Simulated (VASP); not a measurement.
A run of VASP 6.6.1 is set up as follows.

POSCAR

```
C
1.0
    0.0000000000      1.5481131777      1.5481131777
    1.5481131777      0.0000000000      1.5481131777
    1.5481131777      1.5481131777      0.0000000000
C
1
Direct
    0.0000000000      0.0000000000      0.0000000000
```

Contents of INCAR.step1:

```
SYSTEM = C
PREC     = Accurate       ! precision mode
ENCUT    = 520            ! plane-wave cutoff, eV
ISMEAR   = -1             ! smearing method
SIGMA    = 0.1            ! smearing width, eV
LREAL    = .FALSE.        ! projectors in reciprocal space
LASPH    = .TRUE.         ! aspherical terms in the spheres
NELM     = 80             ! most SCF steps
NBANDS   = 8              ! bands
GGA      = PE             ! functional
ALGO     = Normal         ! electronic algorithm
EDIFF    = 1E-4           ! SCF threshold, eV
LWAVE    = .TRUE.         ! write WAVECAR
LCHARG   = .FALSE.        ! write CHGCAR
```

Contents of INCAR.step2:

```
SYSTEM = C
PREC     = Accurate       ! precision mode
ENCUT    = 520            ! plane-wave cutoff, eV
EDIFF    = 1E-6           ! SCF threshold, eV
ISMEAR   = -1             ! smearing method
SIGMA    = 0.1            ! smearing width, eV
LREAL    = .FALSE.        ! projectors in reciprocal space
LASPH    = .TRUE.         ! aspherical terms in the spheres
NELM     = 80             ! most SCF steps
ALGO     = Normal         ! electronic algorithm
ISIF     = 2              ! what is computed and relaxed
LWAVE    = .FALSE.        ! write WAVECAR
LCHARG   = .FALSE.        ! write CHGCAR
METAGGA  = R2SCAN         ! meta-GGA
LMIXTAU  = .TRUE.       
NBANDS   = 8              ! bands
ISTART   = 1
```

Contents of KPOINTS:

```
Automatic mesh
0
G
  28 28 28
  0 0 0
```

Potentials or basis: VASP PAW PBE potentials, release 64 (C).

Run with:

```sh
$ cat potpaw_PBE.64/C/POTCAR > POTCAR
$ cp INCAR.step1 INCAR
$ mpirun -np 1 vasp_std > vasp.out
$ cp INCAR.step2 INCAR
$ mpirun -np 1 vasp_std > vasp.out
```

(1) Estimate the pressure.

(2) What does it give for the band gap on the k mesh?

Answers

(1) 0.0 GPa.

(2) zero (bands 2 and 3 overlap by 12.12 eV).

Caveat: the PAW data sets were made with another functional, which shifts forces and pressure a little.
